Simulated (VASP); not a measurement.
# AlN (P6_3mc) in VASP: notebook

The runs below take AlN through single point, with PBEsol.

All numbers are computed with VASP 6.6.1; they aren't measurements. Logs are shortened: lines on timing, memory, paths and dates and some standing lists are left out, and cuts for length are marked.

### Step 1. The cell of the first run

The structure is hexagonal, space group P6_3mc (No. 186). Conventional cell: a = 2.989 Å, b = 2.989 Å, c = 4.585 Å, α = 90.00°, β = 90.00°, γ = 120.00°. Within 2.3 Å of Al (site symmetry 3m) lie 4 N at 1.75 to 1.81 Å. N (site symmetry 3m) has 4 Al at 1.75 to 1.81 Å within 2.3 Å.

### Step 2. Single point, PBEsol (strain -0.040 along x and y, -0.080 along z)

The input, INCAR:

```
PREC = Accurate ; ENCUT = 600
EDIFF = 1E-6 ; ISMEAR = 0
SIGMA = 0.05 ; LREAL = F
LASPH = T ; NELM = 120
ALGO = Normal ; ISIF = 2
LWAVE = F ; LCHARG = F
GGA = PS ; NBANDS = 16
GGA_COMPAT = F
```

The input, KPOINTS:

```
Automatic mesh
0
Gamma
  12 12 6
```

The input, POSCAR:

```
AlN
1.0
    2.9891449405      0.0000000000      0.0000000000
   -1.4945724703      2.5886754541      0.0000000000
    0.0000000000      0.0000000000      4.5847432227
Al N
2 2
Direct
    0.3333333333      0.6666666667      0.0015080761
    0.6666666667      0.3333333333      0.5015080761
    0.3333333333      0.6666666667      0.3834919239
    0.6666666667      0.3333333333      0.8834919239
```

Potentials or basis: VASP PAW PBE potentials, release 64 (Al, N).

Command:

```
$ cat potpaw_PBE.64/Al/POTCAR potpaw_PBE.64/N/POTCAR > POTCAR
$ mpirun -np 1 vasp_std > vasp.out
```

OUTCAR:

```text
PREC = Accurate
   ENCUT = 600
   EDIFF = 1E-6
   ISMEAR = 0
   LREAL = F
   LASPH = T
   NELM = 120
   ISIF = 2
   GGA = PS

 ion  position               nearest neighbor table
   1  0.333  0.667  0.002-   3 1.75   4 1.81   4 1.81   4 1.81   2 2.87   2 2.87   2 2.87   2 2.87
                             2 2.87   2 2.87
   2  0.667  0.333  0.502-   4 1.75   3 1.81   3 1.81   3 1.81   1 2.87   1 2.87   1 2.87   1 2.87
                             1 2.87   1 2.87
   3  0.333  0.667  0.383-   1 1.75   2 1.81   2 1.81   2 1.81
   4  0.667  0.333  0.883-   2 1.75   1 1.81   1 1.81   1 1.81

  LATTYP: Found a hexagonal cell.
 ALAT       =     2.9891449405
 C/A-ratio  =     1.5337975622

  Lattice vectors:

 A1 = (   2.9891449405,   0.0000000000,   0.0000000000)
 A2 = (  -1.4945724703,   2.5886754541,   0.0000000000)
 A3 = (   0.0000000000,   0.0000000000,   4.5847432227)

Analysis of symmetry for initial positions (statically):
=====================================================================
 Subroutine PRICEL returns:
 Original cell was already a primitive cell.

 Routine SETGRP: Setting up the symmetry group for a
 hexagonal supercell.

 Subroutine GETGRP returns: Found 12 space group operations
 (whereof  6 operations were pure point group operations)
 out of a pool of 24 trial point group operations.

The static configuration has the point symmetry C_3v.
 The point group associated with its full space group is C_6v.

Analysis of symmetry for dynamics (positions and initial velocities):
=====================================================================
 Subroutine PRICEL returns:
 Original cell was already a primitive cell.

 Routine SETGRP: Setting up the symmetry group for a
 hexagonal supercell.

 Subroutine GETGRP returns: Found 12 space group operations
 (whereof  6 operations were pure point group operations)
 out of a pool of 24 trial point group operations.

The dynamic configuration has the point symmetry C_3v.
 The point group associated with its full space group is C_6v.

 Subroutine INISYM returns: Found 12 space group operations
 (whereof  6 operations are pure point group operations),
 and found     1 'primitive' translations

----------------------------------------------------------------------------------------

                                     Primitive cell

[... 95 lines left out ...]
   LREAL  =      F    real-space projection
   EDIFFG = 0.1E-04   stopping-criterion for IOM
   NSW    =      0    number of steps for IOM
   IBRION =     -1    ionic relax: 0-MD 1-quasi-New 2-CG
   NFREE  =      0    steps in history (QN), initial steepest desc. (CG)
   ISIF   =      2    stress and relaxation
   ISYM   =      2    0-nonsym 1-usesym 2-fastsym
   POTIM  = 0.5000    time-step for ionic-motion
   TEBEG  =    0.0;   TEEND  =   0.0 temperature during run
   PSTRESS=    0.0 pullay stress
   NELECT =      16.0000    total number of electrons
   NUPDOWN=      -1.0000    fix difference up-down
   EMIN   =  10.00;   EMAX   =-10.00  energy-range for DOS
   EFERMI =   0.00;   METHOD = LEGACY
   ISMEAR =     0;   SIGMA  =   0.05  broadening in eV -4-tet -1-fermi 0-gaus
   EFERMI_NEDOS =   21; number of points for ismear=-14 and -15
   IALGO  =     38    algorithm
   IMIX   =      4    mixing-type and parameters
     AMIX     =   0.40;   BMIX     =  1.00
     AMIX_MAG =   1.60;   BMIX_MAG =  1.00
  volume/ion in A,a.u.               =       8.87        59.85
  Fermi-wavevector in a.u.,A,eV,Ry     =   1.255456  2.372469 21.445104  1.576171
  Thomas-Fermi vector in A             =   2.389212
   LORBIT       =      0    0 simple, 1 ext, 2 COOP (PROOUT), +10 PAW based schemes
   GGA     = PS    functional components
   LHFCALC =     F    Hartree Fock is set to
   AEXX    =    0.0000 exact exchange contribution
   IVDW    =     0    specifies the selected vdW correction
   LEPSILON=     F    determine dielectric tensor
   LRPA    =     F    only Hartree local field effects (RPA)
 non-spin polarized calculation
 Gauss-broadening in eV      SIGMA  =   0.05
  energy-cutoff  :      600.00
  volume of cell :       35.48
 maximum number of plane-waves:      1209
 NGX is ok and might be reduce to    24
   NGX = 11   NGY = 11   NGZ = 19

 number of electron      16.0000002 magnetization

 Free energy of the ion-electron system (eV)
  ---------------------------------------------------
  ext. energy  EPLUGINS =         0.00000000
  ---------------------------------------------------
  free energy    TOTEN  =       -30.44570136 eV

  energy without entropy =      -30.44570136  energy(sigma->0) =      -30.44570136

 E-fermi :   8.1281     XC(G=0): -11.8385

 val. band max:        7.9233451603   @ k =   0.0000   0.0000   0.0000
 cond. band min:      12.8784461009   @ k =   0.3333   0.3333   0.0000
 fundamental gap:      4.9551009406
 Fermi energy:         8.1280690946

 k-point     1 :       0.0000    0.0000    0.0000
  band No.  band energies     occupation
      1      -8.4798      2.00000
      2      -5.5180      2.00000
      3       1.0620      2.00000
      4       6.6029      2.00000
      5       6.6029      2.00000
      6       7.4237      2.00000
[... 433 lines left out ...]
      3       2.1596      2.00000
      4       3.4402      2.00000
      5       4.1354      2.00000
      6       5.5758      2.00000
[... 8 lines left out ...]
     15      22.1748      0.00000
     16      23.3033      0.00000

 [... further k-points ...]

------------------------ aborting loop because EDIFF is reached ----------------------------------------

  FORCE on cell =-STRESS in cart. coord.  units (eV):
  Direction    XX          YY          ZZ          XY          YZ          ZX
  --------------------------------------------------------------------------------------
  -------------------------------------------------------------------------------------
  Total        8.3615433      8.3615433     13.7870213     -0.0000000      0.0000000      0.0000000
  in kB      377.6221236    377.6221236    622.6463287     -0.0000000      0.0000000      0.0000000
  external PRESSURE =     459.2968586 kB  Pullay stress =       0.0000000 kB

 VOLUME and BASIS-vectors are now :
 -----------------------------------------------------------------------------
  energy-cutoff  :      600.00
  volume of cell :       35.48
      direct lattice vectors                 reciprocal lattice vectors
     2.989144941  0.000000000  0.000000000     0.334543831  0.193148971  0.000000000
    -1.494572470  2.588675454  0.000000000     0.000000000  0.386297942  0.000000000
     0.000000000  0.000000000  4.584743223     0.000000000  0.000000000  0.218114723

 POSITION                                       TOTAL-FORCE (eV/Angst)
 -----------------------------------------------------------------------------------
     -0.00000      1.72578      0.00691         0.000000      0.000000     -1.250705
      1.49457      0.86289      2.29929        -0.000000      0.000000     -1.250705
     -0.00000      1.72578      1.75821        -0.000000      0.000000      1.250705
      1.49457      0.86289      4.05058        -0.000000     -0.000000      1.250705
 -----------------------------------------------------------------------------------
    total drift:                               -0.000000      0.000000     -0.000578

  FREE ENERGIE OF THE ION-ELECTRON SYSTEM (eV)
  ---------------------------------------------------
  free  energy   TOTEN  =       -30.4457013570 eV

  energy  without entropy=      -30.4457013570  energy(sigma->0) =      -30.44570136
```

stdout:

```text
POSCAR found type information on POSCAR AlN
 POSCAR found :  2 types and       4 ions
 scaLAPACK will be used
 -----------------------------------------------------------------------------
|                                                                             |
|                                                                             |
|     You enforced a specific xc type in the INCAR file but a different       |
|     I HOPE YOU KNOW WHAT YOU ARE DOING!                                     |
|                                                                             |
 -----------------------------------------------------------------------------

 LDA part: xc-table for (Slater+PW92), standard interpolation
 POSCAR, INCAR and KPOINTS ok, starting setup
 FFT: planning ... GRIDC
 FFT: planning ... GRID_SOFT
 FFT: planning ... GRID
 WAVECAR not read
 entering main loop
```

Run time: 54 s. Hardware: 1 thread of Intel Xeon 8259CL, shared host; peak memory 0.18 GiB.

Results:

```yaml
Free_energy: -30.4457 eV
Pressure: 45.9 GPa
Largest_force: 1.251 eV/Å
Band_gap_on_the_k_mesh: 4.96 eV (least direct gap 5.45 eV)
```

Forces on the atoms (eV/Å):
```
Al   0.000  0.000 -1.251
Al   0.000  0.000 -1.251
N    0.000  0.000  1.251
N    0.000  0.000  1.251
```

Caveat: the cell differs from its parent crystal (strain -0.040 along x and y, -0.080 along z); the cell stands under pressure; the PAW data sets were made with another functional, which shifts forces and pressure a little. A k mesh can miss the band edges.

[end of part 1 of 2]
